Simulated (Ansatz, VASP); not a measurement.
## LiF in VASP and in Ansatz

The input INCAR:

```
  PREC = Accurate
  ENCUT = 520
  EDIFF = 1E-7
  ISMEAR = 0
  SIGMA = 0.05
  LREAL = False
  LASPH = True
  NELM = 100
  ALGO = Normal
  ISIF = 2
  LWAVE = False
  LCHARG = True
  GGA = PE
  LELF = True
  LVHAR = True
  NBANDS = 12
```

Contents of KPOINTS:

```
regular mesh
0
Gamma
  10 10 10
```

File POSCAR:

```
LiF
1.0
    0.0000000000      1.9334400000      2.0945600000
    1.9334400000      0.0000000000      2.0945600000
    1.9334400000      1.9334400000      0.0000000000
Li F
1 1
Direct
    0.0000000000      0.0000000000      0.0000000000
    0.5000000000      0.5000000000      0.5000000000
```

Input for Ansatz:

```yaml
crystal:
  lattice:
    - [0.0, 1.93344, 2.09456]
    - [1.93344, 0.0, 2.09456]
    - [1.93344, 1.93344, 0.0]
  atoms:
    - { symbol: Li, position: [0.0, 0.0, 0.0] }
    - { symbol: F, position: [0.5, 0.5, 0.5] }
basis:
  ecutwfc: 420
kpoints:
  mp_grid: { grid: [10, 10, 10] }
hamiltonian:
  xc: pbe
scf:
  occupations: { method: gaussian, width: 0.05 }
output:
  forces: true
  stress: true
  eigenvalues: true
  write_density: true
  write_potential: true
  elf: true
  volumetric_format: npy
```

Change from the starting cell: strain -0.040 along x and y, +0.040 along z, atoms carried along.

Alike in both runs: task single point; functional PBE; k mesh 10 × 10 × 10; occupations gaussian, width 0.05 eV; no spin polarisation.

```csv
,VASP,Ansatz
version,VASP 6.6.1,Ansatz 0.2.0
potentials or method,"VASP PAW PBE potentials, release 64 (Li_sv, F), cutoff 520 eV","scalar-relativistic, plane waves, PAW"
valence electrons in the cell,10,10
```

```tsv
	VASP	Ansatz	Ansatz less VASP
gap on the k mesh at the Fermi level (eV)	9.36	9.36	0.000
least direct gap on the mesh (eV)	9.36	9.36	0.000
```

Noted on VASP's run: the cutoff is short for stress, so the pressure is rough.
